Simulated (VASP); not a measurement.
# H16SO10: single point with PBE+D3(BJ)

The system is H16SO10.

```
O H S
1.0
     7.01629    0.00000    0.00000
     0.00000    7.01629    0.00000
     0.00000    0.00000    7.01629
O H S
10 16 1
Direct
  0.42200 0.25814 0.93075
  0.39021 0.81492 0.12223
  0.80102 0.19215 0.86199
  0.03960 0.92667 0.45679
  0.04179 0.58589 0.22406
  0.39334 0.60771 0.76690
  0.62446 0.45044 0.41064
  0.01973 0.63287 0.83952
  0.50018 0.05215 0.42785
  0.69390 0.84593 0.61936
  0.56557 0.25642 0.93378
  0.38671 0.30047 0.05938
  0.36655 0.95686 0.15946
  0.39153 0.79687 0.98506
  0.81529 0.06593 0.87539
  0.91704 0.21959 0.77038
  0.11874 0.98177 0.54711
  0.91380 0.90040 0.50464
  0.12169 0.70832 0.20489
  0.02993 0.59690 0.36988
  0.26947 0.61384 0.77693
  0.44039 0.48697 0.81673
  0.65627 0.38379 0.52905
  0.48517 0.47584 0.44069
  0.01167 0.53343 0.94566
  0.89048 0.64962 0.80648
  0.52099 0.86570 0.50349
```

```
Program             : VASP 6.6.1
Task                : single point
Functional          : PBE
Dispersion          : D3(BJ)
Potentials or basis : VASP PAW PBE potentials, release 64 (O, H, S)
Cutoff              : 520 eV
k mesh              : 1 × 1 × 1
Occupations         : fermi-dirac, width 0.02 eV
Spin                : no spin polarisation
```

```
Pressure                   : 0.9 GPa
Largest force              : 7.567 eV/Å
Dispersion energy per atom : -0.035 eV
```

Forces on the atoms (eV/Å):
```
O    0.959  0.204  0.538
O   -0.572  2.311  1.633
O    2.299  5.323 -2.589
O   -0.221 -0.881 -2.523
O    1.183  1.841  2.223
O    7.466  0.689 -1.025
O   -1.850  0.277  0.759
O    1.062 -1.765  1.451
O   -0.694  1.952 -0.760
O   -0.155 -0.249 -0.074
H   -0.833 -0.274 -0.067
H    0.042 -0.031 -0.256
H    0.465 -2.487 -1.244
H    0.054  0.091 -0.469
H    0.168 -5.195  0.795
H   -2.390 -0.076  1.777
H    1.076  0.965  1.909
H   -0.529  0.092  0.736
H   -0.855 -1.719 -0.085
H   -0.108 -0.418 -2.252
H   -7.425  0.007  0.567
H   -0.461 -0.487  0.297
H    0.279 -0.112 -0.277
H    1.452 -0.140 -0.587
H    0.150  1.479 -0.801
H   -1.545  0.428 -0.630
S    0.982 -1.824  0.954
```

Stress tensor (GPa, compression positive):
```
 2.19 -0.54  1.15
-0.54  1.63 -0.94
 1.15 -0.94 -1.05
```

Levels at points of the mesh, in eV from the Fermi level:
```csv
k point,band 39,band 40,band 41,band 42,band 43,band 44
"(0.00, 0.00, 0.00)",-1.29,-1.09,-0.55,1.55,3.46,5.78
```

It took 28 s on 1 thread of Intel(R) Xeon(R) 6975P-C (Granite Rapids), on a shared host, peak memory 0.4 GiB.

Caveat: the k points lie up to 0.90 Å⁻¹ apart.
